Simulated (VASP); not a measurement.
A run of VASP 6.6.1 is set up as follows.

INCAR

```
PREC = Accurate
ENCUT = 520
EDIFF = 1E-7
ISMEAR = -1
SIGMA = 0.05
LREAL = F
LASPH = T
NELM = 100
ALGO = Normal
ISIF = 2
LWAVE = F
LCHARG = T
LELF = T
LVHAR = T
NBANDS = 28
```

Contents of KPOINTS:

```
Automatic mesh
0
Gamma
  6 6 3
```

The input POSCAR:

```
PbSe
1.0
    4.4148899595      0.0000000000      0.0000000000
   -0.0103110241      4.4148779187      0.0000000000
   -2.2022894676     -2.2074389594     12.0007990000
Pb Se
2 2
Direct
    0.8068400000      0.8073040000      0.6184430000
    0.1854540000      0.1998100000      0.3823760000
    0.2873320000      0.3231460000      0.6231940000
    0.6842660000      0.6998950000      0.3779650000
```

Potentials or basis: VASP PAW LDA potentials, release 64 (Pb_d, Se).

The run is started by

```sh
$ cat potpaw_LDA.64/Pb_d/POTCAR potpaw_LDA.64/Se/POTCAR > POTCAR
$ mpirun -np 1 vasp_std > vasp.out
```

What does it give for the band gap on the k mesh?

1.46 eV, direct.

Predict the largest force.

0.556 eV/Å.

Forces in eV/Å, atoms in the order of the input:
```
Pb   0.015  0.005 -0.534
Pb   0.000 -0.017  0.555
Se   0.055  0.010 -0.492
Se  -0.070  0.002  0.470
```

Caveat: spin-orbit coupling is left out, which moves the levels of the heavy elements.
